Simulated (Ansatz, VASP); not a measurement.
## Two plane-wave programs on ScCrC4N4

```
CELL_PARAMETERS angstrom
6.11771 0.00000 0.00000
0.00000 6.11771 0.00000
0.00000 0.00000 6.11771
ATOMIC_POSITIONS crystal
Sc 0.50000 0.50000 0.50000
Cr 0.00000 0.00000 0.00000
C 0.19188 0.19188 0.19188
C 0.19188 0.80812 0.80812
C 0.80812 0.19188 0.80812
C 0.80812 0.80812 0.19188
N 0.30347 0.30347 0.30347
N 0.30347 0.69653 0.69653
N 0.69653 0.30347 0.69653
N 0.69653 0.69653 0.30347
```

Alike in both runs: functional PBE; k mesh 4 × 4 × 4; occupations gaussian, width 0.1 eV; collinear spin.

Ansatz relaxed the structure, and its values are those at the end. VASP's run is a single point on that final structure, the one shown.

```csv
,VASP,Ansatz
version,VASP 6.6.1,Ansatz 0.2.0
potentials or method,"VASP PAW PBE potentials, release 64 (Sc_sv, Cr_pv, C, N), cutoff 520 eV","scalar-relativistic, plane waves, PAW"
valence electrons in the cell,59,61
```

Ansatz gave:

| Quantity | Value |
| --- | --- |
| gap on the k mesh at the Fermi level (eV) | 0.67 |
| least direct gap on the mesh (eV) | 0.71 |
| pressure (GPa) | 0.1 |
| rms of the force components (eV/Å) | 0.005 |
| net moment per atom (μB) | 0.50 |
| size of the moment on the site where the two differ most (μB) | 2.77 |

**Question.** Estimate VASP's values.

**Answer.** gap on the k mesh at the Fermi level (eV): 0.67; least direct gap on the mesh (eV): 0.71; pressure (GPa): 0.5; rms of the force components (eV/Å): 0.148; net moment per atom (μB): 0.50; size of the moment on the site where the two differ most (μB): 3.39.

Site moments also hang on the region over which each program counts them. VASP's potentials hold 59 valence electrons a cell and Ansatz's 61, so a difference there can come from the potentials and not from the codes.

Noted on VASP's run: the standard files for N, O and F lose accuracy on very short bonds.
